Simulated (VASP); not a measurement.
# CO2: electric field gradients with PBE

CO2:

```
C O
1.0
     5.62400    0.00000    0.00000
     0.00000    5.62400    0.00000
     0.00000    0.00000    5.62400
C O
4 8
Cartesian
  0.0000 0.0000 0.0000
  2.8120 0.0000 2.8120
  2.8120 2.8120 0.0000
  0.0000 2.8120 2.8120
  0.6664 0.6664 0.6664
  2.1456 4.9576 3.4784
  3.4784 2.1456 4.9576
  4.9576 3.4784 2.1456
  4.9576 4.9576 4.9576
  3.4784 0.6664 2.1456
  2.1456 3.4784 0.6664
  0.6664 2.1456 3.4784
```

| Item | Value |
| --- | --- |
| Program | VASP 6.6.1 |
| Task | electric field gradients |
| Functional | PBE |
| Potentials or basis | VASP PAW PBE potentials, release 64 (C, O) |
| Cutoff | 520 eV |
| k mesh | 4 × 4 × 4 |
| Occupations | fermi-dirac, width 0.02 eV |
| Spin | no spin polarisation |
| Dipole correction | no |
| Further INCAR settings | ALGO = Normal; EDIFF = 1e-08; NBANDS = 44 |

* Pressure: 7.1 GPa
* Largest force: 2.237 eV/Å
* Band gap on the k mesh: 6.90 eV
* Largest electric field gradient by atom: C -50.9; O +61.6 V/Å²

Forces in eV/Å, atoms in the order of the input:
```
C    0.000  0.000  0.000
C    0.000  0.000  0.000
C    0.000  0.000  0.000
C    0.000  0.000  0.000
O    1.292  1.292  1.292
O   -1.292 -1.292  1.292
O    1.292 -1.292 -1.292
O   -1.292  1.292 -1.292
O   -1.292 -1.292 -1.292
O    1.292  1.292 -1.292
O   -1.292  1.292  1.292
O    1.292 -1.292  1.292
```

Levels at points of the mesh, in eV from the valence-band top:
```csv
k point,band 28,band 29,band 30,band 31,band 32,band 33,band 34,band 35,band 36,band 37
"(0.00, 0.00, 0.00)",-0.19,-0.19,-0.19,0.00,0.00,6.90,8.29,8.29,8.29,8.53
"(0.50, 0.00, 0.00)",-0.34,-0.28,-0.28,-0.07,-0.07,8.21,8.21,8.33,8.33,8.60
"(0.50, 0.50, 0.00)",-0.31,-0.26,-0.26,-0.26,-0.26,8.20,8.20,8.20,8.20,8.89
"(0.50, 0.50, 0.50)",-0.31,-0.30,-0.30,-0.30,-0.30,8.22,8.22,8.22,8.22,9.11
```

Electric field gradients, principal values (V/Å²):
```csv
atom,least,middle,greatest (by size)
1 C,25.450,25.450,-50.900
2 C,25.450,25.450,-50.900
3 C,25.450,25.450,-50.900
4 C,25.450,25.450,-50.900
5 O,-30.806,-30.806,61.612
6 O,-30.806,-30.806,61.612
7 O,-30.806,-30.806,61.612
8 O,-30.806,-30.806,61.612
9 O,-30.806,-30.806,61.612
10 O,-30.806,-30.806,61.612
11 O,-30.806,-30.806,61.612
12 O,-30.806,-30.806,61.612
```

Wall time 73 s on 1 thread of Intel(R) Xeon(R) Platinum 8375C CPU @ 2.90GHz (Ice Lake), with other jobs on the host, peak memory 0.27 GiB.

Caveat: the cell stands under pressure; this functional lacks dispersion, which holds the molecules together, so the pressure and a relaxed volume are unreliable; without QUAD_EFG the Cq values of the log hold for a quadrupole moment of 1 mb, not for the nuclei; forces of over 1 eV/Å act on the atoms, so gaps and moduli don't describe the material at rest. As with any semilocal functional, this PBE gap is likely too small.
